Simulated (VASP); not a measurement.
# ScAl3 (Pm-3m) in VASP: a series of runs, part 2 of 2

VASP 6.6.1. The steps go on from the part before.

## 6. Single point, PBEsol

Contents of INCAR:

```
SYSTEM = ScAl3
  ALGO = Normal
  EDIFF = 1E-6
  ENCUT = 520
  GGA = PS
  ISIF = 2
  ISMEAR = 0
  LASPH = .True.
  LCHARG = .False.
  LREAL = .False.
  LWAVE = .False.
  NBANDS = 18
  NELM = 100
  PREC = Accurate
  SIGMA = 0.1
```

Contents of KPOINTS:

```
k-points
0
Gamma
  10 10 10
  0 0 0
```

Contents of POSCAR:

```
ScAl3
1.0
    4.1053305961      0.0000000000      0.0000000000
    0.0000000000      4.1053305961      0.0000000000
    0.0000000000      0.0000000000      4.1053305961
Sc Al
1 3
Direct
    0.0000000000      0.0000000000      0.0000000000
    0.5000000000      0.0000000000      0.5000000000
    0.0000000000      0.5000000000      0.5000000000
    0.5000000000      0.5000000000      0.0000000000
```

Potentials or basis: VASP PAW PBE potentials, release 64 (Sc_sv, Al).

On the command line:

```console
$ cat potpaw_PBE.64/Sc_sv/POTCAR potpaw_PBE.64/Al/POTCAR > POTCAR
$ mpirun -np 1 vasp_std > vasp.out
```

OUTCAR:

```text
SYSTEM = ScAl3
   EDIFF = 1E-6
   ENCUT = 520
   GGA = PS
   ISIF = 2
   ISMEAR = 0
   LASPH = .True.
   LREAL = .False.
   NELM = 100
   PREC = Accurate

 ion  position               nearest neighbor table
   1  0.000  0.000  0.000-   2 2.90   3 2.90   4 2.90   2 2.90   3 2.90   3 2.90   4 2.90   3 2.90
                             2 2.90   4 2.90   2 2.90   4 2.90
   2  0.500  0.000  0.500-   1 2.90   3 2.90   4 2.90   1 2.90   4 2.90   3 2.90   4 2.90   4 2.90
                             1 2.90   3 2.90   1 2.90   3 2.90
   3  0.000  0.500  0.500-   1 2.90   2 2.90   4 2.90   1 2.90   4 2.90   1 2.90   2 2.90   1 2.90
                             2 2.90   4 2.90   4 2.90   2 2.90
   4  0.500  0.500  0.000-   1 2.90   2 2.90   3 2.90   2 2.90   3 2.90   1 2.90   2 2.90   2 2.90
                             1 2.90   3 2.90   3 2.90   1 2.90

  LATTYP: Found a simple cubic cell.
 ALAT       =     4.1053305961

  Lattice vectors:

 A1 = (   4.1053305961,   0.0000000000,   0.0000000000)
 A2 = (   0.0000000000,   4.1053305961,   0.0000000000)
 A3 = (   0.0000000000,   0.0000000000,   4.1053305961)

Analysis of symmetry for initial positions (statically):
=====================================================================
 Subroutine PRICEL returns:
 Original cell was already a primitive cell.

 Routine SETGRP: Setting up the symmetry group for a
 simple cubic supercell.

 Subroutine GETGRP returns: Found 48 space group operations
 (whereof 48 operations were pure point group operations)
 out of a pool of 48 trial point group operations.

The static configuration has the point symmetry O_h .

Analysis of symmetry for dynamics (positions and initial velocities):
=====================================================================
 Subroutine PRICEL returns:
 Original cell was already a primitive cell.

 Routine SETGRP: Setting up the symmetry group for a
 simple cubic supercell.

 Subroutine GETGRP returns: Found 48 space group operations
 (whereof 48 operations were pure point group operations)
 out of a pool of 48 trial point group operations.

The dynamic configuration has the point symmetry O_h .

 Subroutine INISYM returns: Found 48 space group operations
 (whereof 48 operations are pure point group operations),
 and found     1 'primitive' translations

----------------------------------------------------------------------------------------

                                     Primitive cell

  volume of cell :      69.1902

  direct lattice vectors                    reciprocal lattice vectors
     4.105330596  0.000000000  0.000000000     0.243585742  0.000000000  0.000000000
     0.000000000  4.105330596  0.000000000     0.000000000  0.243585742  0.000000000
     0.000000000  0.000000000  4.105330596     0.000000000  0.000000000  0.243585742

  length of vectors
     4.105330596  4.105330596  4.105330596     0.243585742  0.243585742  0.243585742

  position of ions in fractional coordinates (direct lattice)
     0.000000000  0.000000000  0.000000000
     0.500000000  0.000000000  0.500000000
     0.000000000  0.500000000  0.500000000
     0.500000000  0.500000000  0.000000000

  ion indices of the primitive-cell ions
   primitive index   ion index
                 1           1
                 2           2
                 3           3
                 4           4

----------------------------------------------------------------------------------------

 KPOINTS: k-points

Automatic generation of k-mesh.
 Grid dimensions read from file:
 generate k-points for:   10   10   10

 Generating k-lattice:

  Cartesian coordinates                     Fractional coordinates (reciprocal lattice)
     0.024358574  0.000000000  0.000000000     0.100000000  0.000000000  0.000000000
     0.000000000  0.024358574  0.000000000     0.000000000  0.100000000  0.000000000
     0.000000000  0.000000000  0.024358574     0.000000000  0.000000000  0.100000000

  Length of vectors
     0.024358574  0.024358574  0.024358574

  Shift w.r.t. Gamma in fractional coordinates (k-lattice)
     0.000000000  0.000000000  0.000000000

 Subroutine IBZKPT returns following result:
 ===========================================

 Found     56 irreducible k-points:

 Following reciprocal coordinates:
            Coordinates               Weight
  0.000000  0.000000  0.000000      1.000000
  0.100000  0.000000  0.000000      6.000000
  0.200000  0.000000  0.000000      6.000000
  0.300000  0.000000  0.000000      6.000000
  0.400000  0.000000  0.000000      6.000000
  0.500000  0.000000  0.000000      3.000000
[... 16 lines left out ...]
  0.200000  0.100000  0.100000     24.000000
  0.300000  0.100000  0.100000     24.000000
 [... further k-points ...]
   k-points           NKPTS =     56   k-points in BZ     NKDIM =     56   number of bands    NBANDS=     18
   number of dos      NEDOS =    301   number of ions     NIONS =      4
   total plane-waves  NPLWV =  32768
   dimension x,y,z NGX =    32 NGY =   32 NGZ =   32
   dimension x,y,z NGXF=    64 NGYF=   64 NGZF=   64
   ions per type =               1   3
   NGX,Y,Z   is equivalent  to a cutoff of  12.96, 12.96, 12.96 a.u.
   NGXF,Y,Z  is equivalent  to a cutoff of  25.92, 25.92, 25.92 a.u.
 SYSTEM =  ScAl3
   PREC   = accura    normal or accurate (medium, high low for compatibility)
   ISTART =      0    job   : 0-new  1-cont  2-samecut
   ICHARG =      2    charge: 1-file 2-atom 10-const
   ISPIN  =      1    spin polarized calculation?
   LNONCOLLINEAR =      F non collinear calculations
   LSORBIT =      F    spin-orbit coupling
   LASPH  =      T    aspherical Exc in radial PAW
   ENCUT  =  520.0 eV  38.22 Ry    6.18 a.u.   7.63  7.63  7.63*2*pi/ulx,y,z
   NELM   =    100;   NELMIN=  2; NELMDL= -5     # of ELM steps
   EDIFF  = 0.1E-05   stopping-criterion for ELM
   LREAL  =      F    real-space projection
[... 7 lines left out ...]
   TEBEG  =    0.0;   TEEND  =   0.0 temperature during run
   PSTRESS=    0.0 pullay stress
   NELECT =      20.0000    total number of electrons
   NUPDOWN=      -1.0000    fix difference up-down
   EMIN   =  10.00;   EMAX   =-10.00  energy-range for DOS
   EFERMI =   0.00;   METHOD = LEGACY
   ISMEAR =     0;   SIGMA  =   0.10  broadening in eV -4-tet -1-fermi 0-gaus
   EFERMI_NEDOS =   21; number of points for ismear=-14 and -15
   IALGO  =     38    algorithm
   IMIX   =      4    mixing-type and parameters
     AMIX     =   0.40;   BMIX     =  1.00
     AMIX_MAG =   1.60;   BMIX_MAG =  1.00
  volume/ion in A,a.u.               =      17.30       116.73
  Fermi-wavevector in a.u.,A,eV,Ry     =   1.082439  2.045513 15.941590  1.171674
  Thomas-Fermi vector in A             =   2.218480
   LORBIT       =      0    0 simple, 1 ext, 2 COOP (PROOUT), +10 PAW based schemes
   GGA     = PS    functional components
   LHFCALC =     F    Hartree Fock is set to
   AEXX    =    0.0000 exact exchange contribution
   IVDW    =     0    specifies the selected vdW correction
   LEPSILON=     F    determine dielectric tensor
   LRPA    =     F    only Hartree local field effects (RPA)
 non-spin polarized calculation
 Gauss-broadening in eV      SIGMA  =   0.10
  energy-cutoff  :      520.00
  volume of cell :       69.19
 maximum number of plane-waves:      1888
 NGX is ok and might be reduce to    32
   NGX = 15   NGY = 15   NGZ = 15

 number of electron      19.9999997 magnetization

 Free energy of the ion-electron system (eV)
  ---------------------------------------------------
  ext. energy  EPLUGINS =         0.00000000
  ---------------------------------------------------
  free energy    TOTEN  =       -20.75599785 eV

  energy without entropy =      -20.74978507  energy(sigma->0) =      -20.75289146

 E-fermi :   7.0985     XC(G=0): -10.4488

 val. band max:        7.0473889991   @ k =   0.5000   0.1000   0.1000
 cond. band min:       7.1040593842   @ k =   0.3000   0.0000   0.0000
 fundamental gap:      0.0566703852
 Fermi energy:         7.0984823243

 k-point     1 :       0.0000    0.0000    0.0000
  band No.  band energies     occupation
      1     -41.7000      2.00000
      2     -20.4936      2.00000
      3     -20.4936      2.00000
      4     -20.4936      2.00000
      5      -2.8681      2.00000
      6       4.4771      2.00000
[... 481 lines left out ...]
      5      -1.8910      2.00000
      6       1.5862      2.00000
[... 10 lines left out ...]
     17      11.8546      0.00000
     18      12.6159      0.00000

 [... further k-points ...]

------------------------ aborting loop because EDIFF is reached ----------------------------------------

  FORCE on cell =-STRESS in cart. coord.  units (eV):
  Direction    XX          YY          ZZ          XY          YZ          ZX
  --------------------------------------------------------------------------------------
  -------------------------------------------------------------------------------------
  Total       -0.9068172     -0.9068172     -0.9068172      0.0000000      0.0000000     -0.0000000
  in kB      -20.9983860    -20.9983860    -20.9983860      0.0000000      0.0000000     -0.0000000
  external PRESSURE =     -20.9983860 kB  Pullay stress =       0.0000000 kB

 VOLUME and BASIS-vectors are now :
 -----------------------------------------------------------------------------
  energy-cutoff  :      520.00
  volume of cell :       69.19
      direct lattice vectors                 reciprocal lattice vectors
     4.105330596  0.000000000  0.000000000     0.243585742  0.000000000  0.000000000
     0.000000000  4.105330596  0.000000000     0.000000000  0.243585742  0.000000000
     0.000000000  0.000000000  4.105330596     0.000000000  0.000000000  0.243585742

 POSITION                                       TOTAL-FORCE (eV/Angst)
 -----------------------------------------------------------------------------------
      0.00000      0.00000      0.00000         0.000000      0.000000      0.000000
      2.05267      0.00000      2.05267         0.000000      0.000000      0.000000
      0.00000      2.05267      2.05267         0.000000      0.000000      0.000000
      2.05267      2.05267      0.00000         0.000000      0.000000      0.000000
 -----------------------------------------------------------------------------------
    total drift:                                0.000000      0.000000      0.000000

  FREE ENERGIE OF THE ION-ELECTRON SYSTEM (eV)
  ---------------------------------------------------
  free  energy   TOTEN  =       -20.7559978508 eV

  energy  without entropy=      -20.7497850663  energy(sigma->0) =      -20.75289146
```

stdout:

```text
POSCAR found type information on POSCAR ScAl
 POSCAR found :  2 types and       4 ions
 scaLAPACK will be used
 -----------------------------------------------------------------------------
|                                                                             |
|                                                                             |
|     You enforced a specific xc type in the INCAR file but a different       |
|     I HOPE YOU KNOW WHAT YOU ARE DOING!                                     |
|                                                                             |
 -----------------------------------------------------------------------------

 LDA part: xc-table for (Slater+PW92), standard interpolation
 POSCAR, INCAR and KPOINTS ok, starting setup
 FFT: planning ... GRIDC
 FFT: planning ... GRID_SOFT
 FFT: planning ... GRID
 WAVECAR not read
 entering main loop
```

It took 68 s on 1 thread of Intel Xeon 8259CL, shared host; peak memory 0.21 GiB.

What came out:

* Free energy: -20.7560 eV
* Pressure: -2.1 GPa
* Band gap on the k mesh: zero (bands 10 and 11 overlap by 3.74 eV)

Caveat: the PAW data sets were made with another functional, which shifts forces and pressure a little.

## 7. Single point, r2SCAN

POSCAR is that of step 6.

Contents of INCAR.step1:

```
SYSTEM = ScAl3
ALGO = Normal
EDIFF = 1E-4
ENCUT = 520
GGA = PE
ISMEAR = 0
LASPH = .TRUE.
LCHARG = .FALSE.
LREAL = .FALSE.
LWAVE = .TRUE.
NBANDS = 18
NELM = 100
PREC = Accurate
SIGMA = 0.1
```

Contents of INCAR.step2:

```
SYSTEM = ScAl3
ALGO = Normal
EDIFF = 1E-6
ENCUT = 520
ISIF = 2
ISMEAR = 0
ISTART = 1
LASPH = .TRUE.
LCHARG = .FALSE.
LMIXTAU = .TRUE.
LREAL = .FALSE.
LWAVE = .FALSE.
METAGGA = R2SCAN
NBANDS = 18
NELM = 100
PREC = Accurate
SIGMA = 0.1
```

Contents of KPOINTS:

```
k-points
0
G
  10 10 10
  0 0 0
```

On the command line:

```console
$ cat potpaw_PBE.64/Sc_sv/POTCAR potpaw_PBE.64/Al/POTCAR > POTCAR
$ cp INCAR.step1 INCAR
$ mpirun -np 1 vasp_std > vasp.out
$ cp INCAR.step2 INCAR
$ mpirun -np 1 vasp_std > vasp.out
```

Wall time 2.5 min (1 thread of Intel Xeon 8259CL, shared host); peak memory 0.23 GiB.

Results (log left out):

```
Free energy            : -33.5073 eV
Pressure               : -1.3 GPa
Band gap on the k mesh : zero (bands 10 and 11 overlap by 4.22 eV)
```

Levels at points of the mesh, in eV from the Fermi level:
| k point | band 7 | band 8 | band 9 | band 10 | band 11 | band 12 | band 13 | band 14 |
| --- | --- | --- | --- | --- | --- | --- | --- | --- |
| (0.00, 0.00, 0.00) | -2.71 | -2.02 | -2.02 | -2.02 | 1.31 | 1.39 | 1.39 | 1.39 |
| (0.50, 0.00, 0.00) | -1.85 | -1.85 | -1.57 | 0.94 | 0.94 | 1.09 | 1.33 | 1.76 |
| (0.50, 0.50, 0.00) | -5.98 | -4.67 | -0.57 | -0.57 | 1.18 | 1.49 | 2.28 | 2.74 |
| (0.50, 0.50, 0.50) | -5.00 | -4.79 | -3.27 | -3.27 | -3.27 | 1.02 | 2.85 | 2.85 |

Caveat: the PAW data sets were made with another functional, which shifts forces and pressure a little.

## 8. Summary

| level | cell | k mesh | smearing | gap on the mesh (eV) | pressure (GPa) |
| --- | --- | --- | --- | --- | --- |
| PBE | a = 4.105 Å, 4 atoms | 14 × 14 × 14 | gaussian 0.15 eV | none | 0.0 |
| PBEsol | a = 4.105 Å, 4 atoms | 14 × 14 × 14 | gaussian 0.15 eV | none | -2.0 |
| PBE | a = 4.105 Å, 4 atoms | 12 × 12 × 12 | gaussian 0.15 eV | none | 0.0 |
| PBE | a = 4.108 Å, 4 atoms | 10 × 10 × 10 | fermi-dirac 0.15 eV | none | 0.0 |
| PBEsol | a = 4.105 Å, 4 atoms | 10 × 10 × 10 | gaussian 0.1 eV | none | -2.1 |
| r2SCAN | a = 4.105 Å, 4 atoms | 10 × 10 × 10 | gaussian 0.1 eV | none | -1.3 |

Alike in all rows: task single point; potentials or basis VASP PAW PBE potentials, release 64 (Sc_sv, Al); no spin polarisation; cutoff (eV) 520.

The pressure there spans -2.1 GPa (PBEsol) to 0.0 GPa (PBE); a positive pressure means that this level wants a larger cell, a negative one a smaller.

Caveats: the PAW data sets were made with another functional, which shifts forces and pressure a little (at least some runs).

Absolute energies hang on the potentials; compare differences alone.
